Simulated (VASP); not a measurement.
## Sr: electric field gradients with LDA

Sr:

```
Sr
1.0
    -2.81000    2.86000    1.52500
     2.81000   -2.86000    1.52500
     2.81000    2.86000   -1.52500
Sr
2
Cartesian
  -0.3372 1.4300 0.4727
  3.1472 1.4300 1.0523
```

This cell differs from its parent crystal: shortest bond scaled by 0.76.

* Program: VASP 6.6.1
* Task: electric field gradients
* Functional: LDA
* Potentials or basis: VASP PAW LDA potentials, release 64 (Sr_sv)
* Cutoff: 520 eV
* k mesh: 11 × 11 × 11
* Occupations: fermi-dirac, width 0.05 eV
* Spin: no spin polarisation
* Dipole correction: no
* Further INCAR settings: ALGO = Normal; EDIFF = 1e-08; NBANDS = 17

* Pressure: 35.3 GPa
* Largest force: 10.113 eV/Å
* Band gap on the k mesh: zero (bands 10 and 11 overlap by 1.55 eV)
* Largest electric field gradient by atom: Sr -116.9 V/Å²

Forces on the atoms (eV/Å):
```
Sr   10.023   0.000  -1.345
Sr  -10.023   0.000   1.345
```

Stress tensor (GPa, compression positive):
```
70.97  0.00 -9.82
 0.00 11.48  0.00
-9.82  0.00 23.40
```

Levels at points of the mesh, in eV from the Fermi level:
```csv
k point,band 7,band 8,band 9,band 10,band 11,band 12,band 13,band 14
"(0.00, 0.00, 0.00)",-16.57,-14.90,-3.62,-1.56,0.31,0.56,1.83,4.36
```

Electric field gradients, principal values (V/Å²):
```tsv
atom	least	middle	greatest (by size)
1 Sr	3.631	113.299	-116.931
2 Sr	3.631	113.299	-116.931
```

Wall time 3.9 min on 1 thread of Intel(R) Xeon(R) Platinum 8259CL CPU @ 2.50GHz (Skylake/Cascade Lake), on a shared host, peak memory 0.35 GiB.

Caveat: the cell differs from its parent crystal (shortest bond scaled by 0.76); the stress differs along the axes, from 11 to 71 GPa; without QUAD_EFG the Cq values of the log hold for a quadrupole moment of 1 mb, not for the nuclei; forces of over 1 eV/Å act on the atoms, so gaps and moduli don't describe the material at rest.
